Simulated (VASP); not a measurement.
# WC in VASP: notebook, part 2 of 2

VASP 6.6.1. Earlier steps stand in the parts before.

**3. Single point, PBE**

Input file INCAR:

```
SYSTEM = WC
PREC = Accurate
ENCUT = 520
EDIFF = 1E-7
ISMEAR = -1
SIGMA = 0.15
LREAL = Auto
LASPH = .TRUE.
NELM = 60
ALGO = Normal
ISIF = 2
LWAVE = .FALSE.
LCHARG = .FALSE.
GGA = PE
NBANDS = 86
```

Input file KPOINTS:

```
regular mesh
0
G
  2 2 1
  0 0 0
```

Input file POSCAR:

```
WC
1.0
    5.7920000000      0.0000000000      0.0000000000
   -2.8960000000      5.0160190000      0.0000000000
    0.0000000000      0.0000000000     16.2583500000
W C
8 8
Direct
    0.0000000000      0.0000000000      0.0615068565
   -0.0381223557     -0.0237239931      0.2452893436
   -0.0000009470      0.4999981061      0.0615068565
   -0.0383295359      0.4985826409      0.2426568502
    0.5000000000      0.0000000000      0.0615068565
    0.4681536005     -0.0181817493      0.2438316311
    0.4999990530      0.4999981061      0.0615068565
    0.4896846411      0.5077532601      0.2453016450
    0.3662290295      0.1913668987      0.1450639210
    0.2892037073      0.1662872489      0.3065009672
    0.3162003213      0.6647901453      0.1410782767
    0.3308539095      0.6740006368      0.3136234612
    0.8312704469      0.1665464186      0.1483852913
    0.8051869725      0.1851667627      0.3073989673
    0.8167684495      0.6639927002      0.1373386598
    0.7947740107      0.6570549274      0.3138264338
```

Potentials or basis: VASP PAW PBE potentials, release 64 (W_sv, C).

Command:

```console
$ cat potpaw_PBE.64/W_sv/POTCAR potpaw_PBE.64/C/POTCAR > POTCAR
$ mpirun -np 1 vasp_std > vasp.out
```

Wall time 6.5 min (1 thread of Intel Xeon 6975P-C (Granite Rapids), shared host); peak memory 0.61 GiB.

The run converged. Its results:

| Quantity | Value |
| --- | --- |
| Free energy | -161.3919 eV |
| Largest force | 4.412 eV/Å |
| Band gap on the k mesh | zero (bands 72 and 73 overlap by 0.53 eV) |

Forces on the atoms (eV/Å):
```
W   -0.298  0.695  1.150
W   -0.058  2.994 -2.003
W   -0.304 -0.356  0.451
W    3.335  0.653 -1.178
W   -0.165  0.436  0.973
W   -0.522  2.419 -1.567
W   -0.938 -0.239 -0.041
W   -2.446 -2.573 -2.621
C   -1.435 -1.644 -0.753
C    0.931 -0.102  1.164
C    0.708  0.219  0.502
C   -1.710 -1.402  0.495
C   -0.192 -0.295 -1.192
C    0.781 -1.683  1.637
C    1.125  0.537  1.200
C    1.187  0.341  1.782
```

Levels at points of the mesh, in eV from the Fermi level:
```
           k point  band 70  band 71  band 72  band 73  band 74  band 75  band 76  band 77
(0.00, 0.00, 0.00)     0.17     0.24     0.34     0.57     0.98     1.52     1.53     1.84
(0.50, 0.00, 0.00)    -0.99    -0.57    -0.49    -0.18    -0.07     1.01     1.03     1.33
(0.00, 0.50, 0.00)    -1.00    -0.71    -0.47    -0.05     0.42     1.01     1.05     1.22
(0.50, 0.50, 0.00)    -0.95    -0.65    -0.43    -0.19    -0.05     1.02     1.13     1.37
```

Caveat: the k points lie up to 0.63 Å⁻¹ apart, too coarse for converged energies and pressures of a metal; spin-orbit coupling is left out, which moves the levels of the heavy elements.

**4. Single point, PBE**

Input file INCAR:

```
  PREC = Accurate
  ENCUT = 520
  EDIFF = 1E-6
  ISMEAR = -1
  SIGMA = 0.15
  LREAL = Auto
  LASPH = True
  NELM = 100
  ALGO = Normal
  ISIF = 2
  LWAVE = False
  LCHARG = False
  GGA = PE
  NBANDS = 86
```

Input file KPOINTS:

```
regular mesh
0
Gamma
  2 2 1
```

Input file POSCAR:

```
WC
1.0
    5.7920000000      0.0000000000      0.0000000000
   -2.8960000000      5.0160190000      0.0000000000
    0.0000000000      0.0000000000     16.2583500000
W C
8 8
Direct
    0.0000000000      0.0000000000      0.0615068565
    0.0044713113     -0.0207535099      0.2410576719
   -0.0000009470      0.4999981061      0.0615068565
    0.0083548036      0.4840093309      0.2446373710
    0.5000000000      0.0000000000      0.0615068565
    0.5269943938      0.0132774617      0.2477619193
    0.4999990530      0.4999981061      0.0615068565
    0.4778476239      0.4528292257      0.2465317821
    0.3517067757      0.1745806784      0.1400880163
    0.3199677848      0.1326151277      0.3157269957
    0.3152099323      0.6765524612      0.1399527012
    0.3843824778      0.6896903700      0.3120427350
    0.8443687364      0.1754778042      0.1514483327
    0.8482868874      0.1762353771      0.3180519548
    0.8350691710      0.6629560215      0.1414965233
    0.8206201276      0.6214888739      0.3096685703
```

Command:

```console
$ cat potpaw_PBE.64/W_sv/POTCAR potpaw_PBE.64/C/POTCAR > POTCAR
$ mpirun -np 1 vasp_std > vasp.out
```

Wall time 6.5 min (1 thread of Intel Xeon 6975P-C (Granite Rapids), shared host); peak memory 0.6 GiB.

The run converged. Its results:

```yaml
Free_energy: -161.1877 eV
Largest_force: 4.353 eV/Å
Band_gap_on_the_k_mesh: zero (bands 72 and 73 overlap by 0.71 eV)
```

Forces on the atoms (eV/Å):
```
W   -0.145 -0.017  0.973
W   -1.544 -0.501  0.885
W    0.024 -0.173  0.560
W    0.417  2.274 -0.772
W    0.576  0.277  0.906
W   -0.976 -2.986 -2.363
W   -0.146  0.398  0.765
W    0.801  4.165 -0.982
C   -1.156 -0.779  0.442
C   -0.087  0.354  0.443
C    1.830 -0.507  0.392
C   -0.563 -2.014 -0.036
C    0.246 -0.869 -1.775
C    1.313 -1.369 -0.008
C   -0.304  0.210  0.354
C   -0.286  1.538  0.215
```

Levels at points of the mesh, in eV from the Fermi level:
| k point | band 70 | band 71 | band 72 | band 73 | band 74 | band 75 | band 76 | band 77 |
| --- | --- | --- | --- | --- | --- | --- | --- | --- |
| (0.00, 0.00, 0.00) | 0.21 | 0.22 | 0.33 | 0.49 | 0.92 | 1.40 | 1.55 | 1.62 |
| (0.50, 0.00, 0.00) | -1.02 | -0.53 | -0.41 | -0.25 | -0.12 | 1.00 | 1.12 | 1.27 |
| (0.00, 0.50, 0.00) | -0.89 | -0.72 | -0.45 | -0.04 | 0.32 | 1.03 | 1.13 | 1.21 |
| (0.50, 0.50, 0.00) | -1.04 | -0.65 | -0.43 | -0.38 | 0.13 | 1.02 | 1.04 | 1.27 |

Caveat: the k points lie up to 0.63 Å⁻¹ apart, too coarse for converged energies and pressures of a metal; the atoms stand as in a frame of molecular dynamics; spin-orbit coupling is left out, which moves the levels of the heavy elements.

**5. Single point, PBE**

Input file INCAR:

```
SYSTEM = WC
PREC     = Accurate       ! precision mode
ENCUT    = 520            ! plane-wave cutoff, eV
EDIFF    = 1E-7           ! SCF threshold, eV
ISMEAR   = -1             ! smearing method
SIGMA    = 0.15           ! smearing width, eV
LREAL    = Auto         
LASPH    = .TRUE.         ! aspherical terms in the spheres
NELM     = 100            ! most SCF steps
ALGO     = Normal         ! electronic algorithm
ISIF     = 2              ! what is computed and relaxed
LWAVE    = .FALSE.        ! write WAVECAR
LCHARG   = .TRUE.         ! write CHGCAR
GGA      = PE             ! functional
LELF     = .TRUE.         ! ELF
LVHAR    = .TRUE.       
NBANDS   = 86             ! bands
```

Input file KPOINTS:

```
Automatic mesh
0
G
  2 2 1
  0 0 0
```

Input file POSCAR:

```
WC
1.0
    5.7920000000      0.0000000000      0.0000000000
   -2.8960000000      5.0160190000      0.0000000000
    0.0000000000      0.0000000000     16.2583500000
W C
8 8
Direct
    0.0000000000      0.0000000000      0.0615068565
    0.0538613833     -0.0055023715      0.2384436305
   -0.0000009470      0.4999981061      0.0615068565
    0.0570241441      0.4842485644      0.2423677679
    0.5000000000      0.0000000000      0.0615068565
    0.5198937373     -0.0549639066      0.2377978085
    0.4999990530      0.4999981061      0.0615068565
    0.5559546887      0.5012740183      0.2364938632
    0.3258707117      0.1798836886      0.1365083173
    0.3871554084      0.1473080545      0.3041575560
    0.3046472499      0.6719671516      0.1431695098
    0.4144414047      0.6579919255      0.3174307356
    0.8604848939      0.1784283512      0.1434647427
    0.8843224478      0.1523120227      0.3185317083
    0.8520674666      0.6864208449      0.1396205642
    0.8703459148      0.6108230451      0.3081555016
```

Potentials or basis: VASP PAW PBE potentials, release 64 (W_sv, C).

Command:

```console
$ cat potpaw_PBE.64/W_sv/POTCAR potpaw_PBE.64/C/POTCAR > POTCAR
$ mpirun -np 1 vasp_std > vasp.out
```

OUTCAR:

```text
SYSTEM = WC
   PREC = Accurate
   ENCUT = 520
   EDIFF = 1E-7
   ISMEAR = -1
   LREAL = Auto
   LASPH = .TRUE.
   NELM = 100
   ISIF = 2
   GGA = PE

 ion  position               nearest neighbor table
   1  0.000  0.000  0.062-  15 2.02   9 2.04  13 2.08   2 2.90   7 2.90   3 2.90   5 2.90   5 2.90
                             3 2.90   7 2.90
   2  0.054  0.994  0.238-  10 1.99  14 2.10   9 2.17  16 2.23  15 2.25  13 2.44   4 2.83   6 2.85
                             8 2.87   1 2.90   8 2.92   6 2.96   4 2.97
   3  1.000  0.500  0.062-  11 2.03  13 2.10  15 2.11   5 2.90   1 2.90   7 2.90   7 2.90   1 2.90
                             5 2.90   4 2.97
[... 573 lines left out ...]
  in kB       39.4731655     41.8492586     -1.2415918     -3.8709221     -7.0069872    -20.4195590
  external PRESSURE =      26.6936108 kB  Pullay stress =       0.0000000 kB

 VOLUME and BASIS-vectors are now :
 -----------------------------------------------------------------------------
  energy-cutoff  :      520.00
  volume of cell :      472.35
      direct lattice vectors                 reciprocal lattice vectors
     5.792000000  0.000000000  0.000000000     0.172651934  0.099680643  0.000000000
    -2.896000000  5.016019000  0.000000000     0.000000000  0.199361286  0.000000000
     0.000000000  0.000000000 16.258350000     0.000000000  0.000000000  0.061506856

 POSITION                                       TOTAL-FORCE (eV/Angst)
 -----------------------------------------------------------------------------------
      0.00000      0.00000      1.00000         0.011077      0.397644     -1.170276
     -2.56810      4.98842      3.87670        -1.788751     -0.630518      1.764984
      4.34400      2.50800      1.00000        -0.034907     -0.114704     -0.058412
     -1.07210      2.42900      3.94050        -1.688526     -1.759574      1.276269
      2.89600      0.00000      1.00000         0.347177      0.252084      0.407722
      0.27440      4.74032      3.86620         0.770689      5.790150      1.919609
[... 8 lines left out ...]
      2.94730      3.44310      2.27000        -0.553983     -0.962225      0.112441
      3.27210      3.06390      5.01010        -0.712693      1.491740      0.048134
 -----------------------------------------------------------------------------------
    total drift:                               -0.003810     -0.018961     -0.017738

  FREE ENERGIE OF THE ION-ELECTRON SYSTEM (eV)
  ---------------------------------------------------
  free  energy   TOTEN  =      -160.3222831415 eV

  energy  without entropy=     -159.8201801268  energy(sigma->0) =     -160.07123163
```

It took 7.6 min on 1 thread of Intel Xeon 6975P-C (Granite Rapids), shared host; peak memory 0.6 GiB.

Results:

| Item | Value |
| --- | --- |
| Free energy | -160.3223 eV |
| Largest force | 6.149 eV/Å |
| Band gap on the k mesh | zero (bands 72 and 73 overlap by 0.52 eV) |

Forces in eV/Å, atoms in the order of the input:
```
W    0.011  0.398 -1.170
W   -1.789 -0.631  1.765
W   -0.035 -0.115 -0.058
W   -1.689 -1.760  1.276
W    0.347  0.252  0.408
W    0.771  5.790  1.920
W    0.138  0.828 -0.563
W    0.313 -2.943  1.540
C    1.293 -0.122  0.748
C    0.438  0.109 -0.567
C    2.809  0.572 -1.875
C   -0.900 -1.052 -1.282
C   -1.092 -1.054  0.146
C    0.652 -0.804 -2.448
C   -0.554 -0.962  0.112
C   -0.713  1.492  0.048
```

Caveat: the k points lie up to 0.63 Å⁻¹ apart, too coarse for converged energies and pressures of a metal; the atoms stand as in a frame of molecular dynamics; spin-orbit coupling is left out, which moves the levels of the heavy elements.

**6. Summary**

| cell | gap on the mesh (eV) | largest force (eV/Å) |
| --- | --- | --- |
| as given, atomic positions A | none | 3.42 |
| as given, atomic positions B | none | 4.41 |
| as given, atomic positions C | none | 4.35 |
| as given, atomic positions D | none | 6.15 |

Alike in all rows: task single point; level PBE; potentials or basis VASP PAW PBE potentials, release 64 (W_sv, C); no spin polarisation; k mesh 2 × 2 × 1; cutoff (eV) 520; smearing fermi-dirac 0.15 eV.

Caveats: all runs use coarse meshes; spin-orbit coupling is left out, which moves the levels of the heavy elements; the atoms stand as in a frame of molecular dynamics (at least some runs).

Absolute energies hang on the potentials; compare differences alone.
